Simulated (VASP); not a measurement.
# BAs (F-43m) in VASP: further runs

BAs is run at these levels: LDA; tasks: vibrations by perturbation theory.

Everything below comes from runs of VASP 6.6.1. Logs are shortened: lines on timing, memory, paths and dates and some standing lists are left out, and cuts for length are marked.

### Step 1. The cell of the first run

Symmetry: F-43m, No. 216, cubic system. The conventional cell has a = 4.500 Å, b = 4.500 Å, c = 4.500 Å, α = 90.00°, β = 90.00°, γ = 90.00°. B (site symmetry -43m) has 4 As at 1.95 Å within 2.6 Å. As (site symmetry -43m) has 4 B at 1.95 Å within 2.6 Å.

### Step 2. Vibrations by perturbation theory, LDA

File INCAR:

```
SYSTEM = BAs
PREC     = Accurate       ! precision mode
ENCUT    = 520            ! plane-wave cutoff, eV
EDIFF    = 1E-8           ! SCF threshold, eV
ISMEAR   = 0              ! smearing method
SIGMA    = 0.01           ! smearing width, eV
LREAL    = .False.        ! projectors in reciprocal space
LASPH    = .True.         ! aspherical terms in the spheres
NELM     = 80             ! most SCF steps
ALGO     = Normal         ! electronic algorithm
ISIF     = 2              ! what is computed and relaxed
LWAVE    = .False.        ! write WAVECAR
LCHARG   = .False.        ! write CHGCAR
NBANDS   = 11             ! bands
IBRION   = 8              ! ionic algorithm
NSW      = 1              ! ionic steps
LEPSILON = .True.         ! dielectric tensor by DFPT
```

File KPOINTS:

```
Automatic mesh
0
Gamma
  10 10 10
  0 0 0
```

File POSCAR:

```
BAs
1.0
    0.0000000000      2.2501114625      2.2501114625
    2.2501114625      0.0000000000      2.2501114625
    2.2501114625      2.2501114625      0.0000000000
B As
1 1
Direct
    0.0000000000      0.0000000000      0.0000000000
    0.7500000000      0.7500000000      0.7500000000
```

Potentials or basis: VASP PAW LDA potentials, release 64 (B, As).

The run is started by

```sh
cat potpaw_LDA.64/B/POTCAR potpaw_LDA.64/As/POTCAR > POTCAR
mpirun -np 1 vasp_std > vasp.out
```

OUTCAR:

```text
SYSTEM = BAs
   PREC = Accurate
   ENCUT = 520
   EDIFF = 1E-8
   ISMEAR = 0
   LREAL = .False.
   LASPH = .True.
   NELM = 80
   ISIF = 2
   IBRION = 8
   NSW = 1
   LEPSILON = .True.

 ion  position               nearest neighbor table
   1  0.000  0.000  0.000-   2 1.95   2 1.95   2 1.95   2 1.95
   2  0.750  0.750  0.750-   1 1.95   1 1.95   1 1.95   1 1.95

  LATTYP: Found a face centered cubic cell.
 ALAT       =     4.5002229250

  Lattice vectors:

 A1 = (   0.0000000000,   2.2501114625,   2.2501114625)
 A2 = (   2.2501114625,   0.0000000000,   2.2501114625)
 A3 = (   2.2501114625,   2.2501114625,   0.0000000000)

Analysis of symmetry for initial positions (statically):
=====================================================================
 Subroutine PRICEL returns:
 Original cell was already a primitive cell.

 Routine SETGRP: Setting up the symmetry group for a
 face centered cubic supercell.

 Subroutine GETGRP returns: Found 24 space group operations
 (whereof 24 operations were pure point group operations)
 out of a pool of 48 trial point group operations.

The static configuration has the point symmetry T_d .

Analysis of symmetry for dynamics (positions and initial velocities):
=====================================================================
 Subroutine PRICEL returns:
 Original cell was already a primitive cell.

 Routine SETGRP: Setting up the symmetry group for a
 face centered cubic supercell.

 Subroutine GETGRP returns: Found 24 space group operations
 (whereof 24 operations were pure point group operations)
 out of a pool of 48 trial point group operations.

The dynamic configuration has the point symmetry T_d .

 Subroutine INISYM returns: Found 24 space group operations
 (whereof 24 operations are pure point group operations),
 and found     1 'primitive' translations

----------------------------------------------------------------------------------------

[... 568 lines left out ...]
 MACROSCOPIC STATIC DIELECTRIC TENSOR (including local field effects in DFT)
 ------------------------------------------------------
           9.300526     0.000000    -0.000000
          -0.000000     9.300526    -0.000000
          -0.000000    -0.000000     9.300526
 ------------------------------------------------------

 PIEZOELECTRIC TENSOR (including local field effects)  for field in x, y, z        (e  Angst)
          XX          YY          ZZ          XY          YZ          ZX
  --------------------------------------------------------------------------------
  x    -0.00000    -0.00000     0.00000     0.00000    -0.47280     0.00000
  y     0.00000    -0.00000     0.00000     0.00000     0.00000    -0.47280
  z     0.00000     0.00000     0.00000    -0.47280     0.00000     0.00000

 PIEZOELECTRIC TENSOR (including local field effects)  for field in x, y, z        (C/m^2)
          XX          YY          ZZ          XY          YZ          ZX
  --------------------------------------------------------------------------------
  x    -0.00000    -0.00000     0.00000     0.00000    -0.33247     0.00000
  y     0.00000    -0.00000     0.00000     0.00000     0.00000    -0.33247
  z     0.00000     0.00000     0.00000    -0.33247     0.00000     0.00000

 BORN EFFECTIVE CHARGES (including local field effects) (in |e|, cummulative output)
 ---------------------------------------------------------------------------------
 ion    1
    1    -1.01948     0.00000     0.00000
    2    -0.00000    -1.01948    -0.00000
    3     0.00000    -0.00000    -1.01948
 ion    2
    1     1.01948    -0.00000    -0.00000
    2     0.00000     1.01948     0.00000
    3    -0.00000     0.00000     1.01948

 INTERNAL STRAIN TENSOR FOR ION    2 for displacements in x,y,z  (eV/Angst):
          X           Y           Z          XY          YZ          ZX
  --------------------------------------------------------------------------------
  x     0.00000     0.00000     0.00000     0.00000    15.27082     0.00000
  y     0.00000     0.00000     0.00000     0.00000     0.00000    15.27082
  z     0.00000     0.00000     0.00000    15.27082     0.00000     0.00000

 SECOND DERIVATIVES (NOT SYMMETRIZED)
 ------------------------------------
               1X          1Y          1Z          2X          2Y          2Z
  1X   -23.364404    0.000000    0.000000   23.364404    0.000000    0.000000
  1Y     0.000000  -23.364404    0.000000    0.000000   23.364404    0.000000
  1Z     0.000000    0.000000  -23.364404    0.000000    0.000000   23.364404
  2X    23.362385    0.000000    0.000000  -23.362385    0.000000    0.000000
  2Y     0.000000   23.362385    0.000000    0.000000  -23.362385    0.000000
  2Z     0.000000    0.000000   23.362385    0.000000    0.000000  -23.362385

 Eigenvectors and eigenvalues of the dynamical matrix
 ----------------------------------------------------

   1 f  =   24.584541 THz   154.469229 2PiTHz  820.052031 cm-1   101.673448 meV
             X         Y         Z           dx          dy          dz
      0.000000  0.000000  0.000000     0.000000    0.934831    0.000000
      3.375167  3.375167  3.375167     0.000000   -0.355093    0.000000
[... 21 lines left out ...]
   6 f/i=    0.000353 THz     0.002216 2PiTHz    0.011763 cm-1     0.001458 meV
             X         Y         Z           dx          dy          dz
      0.000000  0.000000  0.000000     0.000000   -0.355093    0.000000
      3.375167  3.375167  3.375167     0.000000   -0.934831    0.000000

--------------------------------------------------------------------------------------------------------

 MACROSCOPIC STATIC DIELECTRIC TENSOR IONIC CONTRIBUTION
 ------------------------------------------------------
           0.353302    -0.000000    -0.000000
          -0.000000     0.353302    -0.000000
          -0.000000    -0.000000     0.353302
 ------------------------------------------------------

 ELASTIC MODULI CONTR FROM IONIC RELAXATION (kBar)
 Direction    XX          YY          ZZ          XY          YZ          ZX
 --------------------------------------------------------------------------------
 XX          -0.0000     -0.0000     -0.0000     -0.0000     -0.0000     -0.0000
 YY          -0.0000     -0.0000     -0.0000     -0.0000     -0.0000     -0.0000
 ZZ          -0.0000     -0.0000     -0.0000     -0.0000     -0.0000     -0.0000
 XY          -0.0000     -0.0000     -0.0000   -722.8459      0.0000      0.0000
 YZ          -0.0000     -0.0000     -0.0000      0.0000   -722.8459      0.0000
 ZX          -0.0000     -0.0000     -0.0000      0.0000      0.0000   -722.8459
 --------------------------------------------------------------------------------

 PIEZOELECTRIC TENSOR IONIC CONTR  for field in x, y, z        (C/m^2)
          XX          YY          ZZ          XY          YZ          ZX
  --------------------------------------------------------------------------------
  x     0.00000     0.00000     0.00000    -0.00000     0.47552    -0.00000
  y     0.00000     0.00000     0.00000    -0.00000    -0.00000     0.47552
  z     0.00000     0.00000     0.00000     0.47552    -0.00000    -0.00000
```

Run time: 4.4 min. Hardware: 1 thread of Intel Xeon 8259CL, shared host; peak memory 0.23 GiB.

Results:

```yaml
Electronic_dielectric_tensor_diagonal: 9.30
Born_charges_mean_of_the_diagonal: B -1.02; As +1.02 e
Highest_phonon_frequency_at_Γ_LO-TO_splitting_left_out: 820 cm⁻¹
```

Phonon frequencies in cm⁻¹ (negative: imaginary):
```csv
q point,frequencies
"(0.000, 0.000, 0.000)",0 0 0 820 820 820
```

Electronic dielectric tensor:
```
9.30 0.00 0.00
0.00 9.30 0.00
0.00 0.00 9.30
```

Born effective charge tensors (e):
atom 1, B
```
-1.02  0.00  0.00
 0.00 -1.02  0.00
 0.00  0.00 -1.02
```
atom 2, As
```
1.02 0.00 0.00
0.00 1.02 0.00
0.00 0.00 1.02
```

Caveat: the cell stands under pressure or tension, which shifts response properties.

### Step 3. Vibrations by perturbation theory, LDA

This run uses another cell than the first one, of 10.99 Å³/atom.

File INCAR:

```
SYSTEM = BAs
PREC = Accurate ; ENCUT = 520
EDIFF = 1E-8 ; ISMEAR = 0
SIGMA = 0.01 ; LREAL = .FALSE.
LASPH = .TRUE. ; NELM = 100
ALGO = Normal ; ISIF = 2
LWAVE = .FALSE. ; LCHARG = .FALSE.
IBRION = 8 ; NSW = 1
LEPSILON = .TRUE.
```

File KPOINTS:

```
Automatic mesh
0
G
  10 10 10
  0 0 0
```

File POSCAR:

```
BAs
1.0
    0.0000000000      2.2229989286      2.2229989286
    2.2229989286      0.0000000000      2.2229989286
    2.2229989286      2.2229989286      0.0000000000
B As
1 1
Direct
    0.0000000000      0.0000000000      0.0000000000
    0.7500000000      0.7500000000      0.7500000000
```

Potentials or basis: VASP PAW LDA potentials, release 64 (B, As).

The run is started by

```sh
cat potpaw_LDA.64/B/POTCAR potpaw_LDA.64/As/POTCAR > POTCAR
mpirun -np 1 vasp_std > vasp.out
```

OUTCAR:

```text
SYSTEM = BAs
   PREC = Accurate
   ENCUT = 520
   EDIFF = 1E-8
   ISMEAR = 0
   LREAL = .FALSE.
   LASPH = .TRUE.
   NELM = 100
   ISIF = 2
   IBRION = 8
   NSW = 1
   LEPSILON = .TRUE.

 ion  position               nearest neighbor table
   1  0.000  0.000  0.000-   2 1.93   2 1.93   2 1.93   2 1.93
   2  0.750  0.750  0.750-   1 1.93   1 1.93   1 1.93   1 1.93

  LATTYP: Found a face centered cubic cell.
 ALAT       =     4.4459978572

  Lattice vectors:

 A1 = (   0.0000000000,   2.2229989286,   2.2229989286)
 A2 = (   2.2229989286,   0.0000000000,   2.2229989286)
 A3 = (   2.2229989286,   2.2229989286,   0.0000000000)

Analysis of symmetry for initial positions (statically):
=====================================================================
 Subroutine PRICEL returns:
 Original cell was already a primitive cell.

 Routine SETGRP: Setting up the symmetry group for a
 face centered cubic supercell.

[... 561 lines left out ...]
 SECOND DERIVATIVES (NOT SYMMETRIZED)
 ------------------------------------
               1X          1Y          1Z          2X          2Y          2Z
  1X   -25.107388    0.000000    0.000000   25.107388    0.000000    0.000000
  1Y     0.000000  -25.107388    0.000000    0.000000   25.107388    0.000000
  1Z     0.000000    0.000000  -25.107388    0.000000    0.000000   25.107388
  2X    25.107078    0.000000    0.000000  -25.107078    0.000000    0.000000
  2Y     0.000000   25.107078    0.000000    0.000000  -25.107078    0.000000
  2Z     0.000000    0.000000   25.107078    0.000000    0.000000  -25.107078

 Eigenvectors and eigenvalues of the dynamical matrix
 ----------------------------------------------------

   1 f  =   25.485171 THz   160.128053 2PiTHz  850.093803 cm-1   105.398151 meV
             X         Y         Z           dx          dy          dz
      0.000000  0.000000  0.000000     0.000000   -0.000000   -0.934826
      3.334498  3.334498  3.334498     0.000000   -0.000000    0.355105
[... 21 lines left out ...]
   6 f/i=    0.000052 THz     0.000329 2PiTHz    0.001746 cm-1     0.000216 meV
             X         Y         Z           dx          dy          dz
      0.000000  0.000000  0.000000     0.354705   -0.016843    0.000395
      3.334498  3.334498  3.334498     0.933774   -0.044340    0.001040

--------------------------------------------------------------------------------------------------------

 MACROSCOPIC STATIC DIELECTRIC TENSOR IONIC CONTRIBUTION
 ------------------------------------------------------
           0.415535     0.000000    -0.000000
           0.000000     0.415535    -0.000000
          -0.000000    -0.000000     0.415535
 ------------------------------------------------------

 ELASTIC MODULI CONTR FROM IONIC RELAXATION (kBar)
 Direction    XX          YY          ZZ          XY          YZ          ZX
 --------------------------------------------------------------------------------
 XX          -0.0000     -0.0000     -0.0000     -0.0000     -0.0000     -0.0000
 YY          -0.0000     -0.0000     -0.0000     -0.0000     -0.0000      0.0000
 ZZ          -0.0000     -0.0000     -0.0000     -0.0000     -0.0000     -0.0000
 XY          -0.0000     -0.0000     -0.0000   -912.5420      0.0000      0.0000
 YZ          -0.0000     -0.0000     -0.0000      0.0000   -912.5420     -0.0000
 ZX          -0.0000      0.0000     -0.0000      0.0000     -0.0000   -912.5420
 --------------------------------------------------------------------------------

 PIEZOELECTRIC TENSOR IONIC CONTR  for field in x, y, z        (C/m^2)
          XX          YY          ZZ          XY          YZ          ZX
  --------------------------------------------------------------------------------
  x     0.00000     0.00000     0.00000    -0.00000     0.57943     0.00000
  y     0.00000    -0.00000     0.00000    -0.00000     0.00000     0.57943
  z     0.00000     0.00000     0.00000     0.57943    -0.00000    -0.00000
```

stdout:

```text
POSCAR found type information on POSCAR B As
 POSCAR found :  2 types and       2 ions
 scaLAPACK will be used
 LDA part: xc-table for (Slater(with rela. corr.)+CA(PZ))
 , standard interpolation
 POSCAR, INCAR and KPOINTS ok, starting setup
 FFT: planning ... GRIDC
 FFT: planning ... GRID_SOFT
 FFT: planning ... GRID
 WAVECAR not read
 entering main loop
[... 23 lines left out ...]
  Direction:   3
 dielectric tensor                  component  3 :     1.591     2.053     9.231
 Linear response DOF=           2
 Linear response progress:
 first order change of Fermi-energy   0.15377E-03
 force on displaced ion       1 direction 1 : -25.107   0.000   0.000
 Born effective charge ion    1 direction 1 :  -1.137   0.000   0.000
 Linear response progress:
 first order change of Fermi-energy   0.60428E-04
 force on displaced ion       2 direction 1 : -25.107  -0.000  -0.000
 Born effective charge ion    2 direction 1 :   1.117   0.000   0.000
 Born effective charges drift removed
 Linear response finished
```

It took 2.6 min on 1 thread of Intel Xeon 8259CL, shared host; peak memory 0.21 GiB.

Results:

* Electronic dielectric tensor (diagonal): 9.23
* Born charges (mean of the diagonal): B -1.13; As +1.13 e
* Highest phonon frequency at Γ, LO-TO splitting left out: 850 cm⁻¹

Phonon frequencies in cm⁻¹ (negative: imaginary):
```
              q point        frequencies
(0.000, 0.000, 0.000)  0 0 0 850 850 850
```

Electronic dielectric tensor:
```
9.23 0.00 0.00
0.00 9.23 0.00
0.00 0.00 9.23
```

Born effective charge tensors (e):
atom 1, B
```
-1.13  0.00  0.00
 0.00 -1.13  0.00
 0.00  0.00 -1.13
```
atom 2, As
```
1.13 0.00 0.00
0.00 1.13 0.00
0.00 0.00 1.13
```

Caveat: the cell stands under pressure or tension, which shifts response properties.
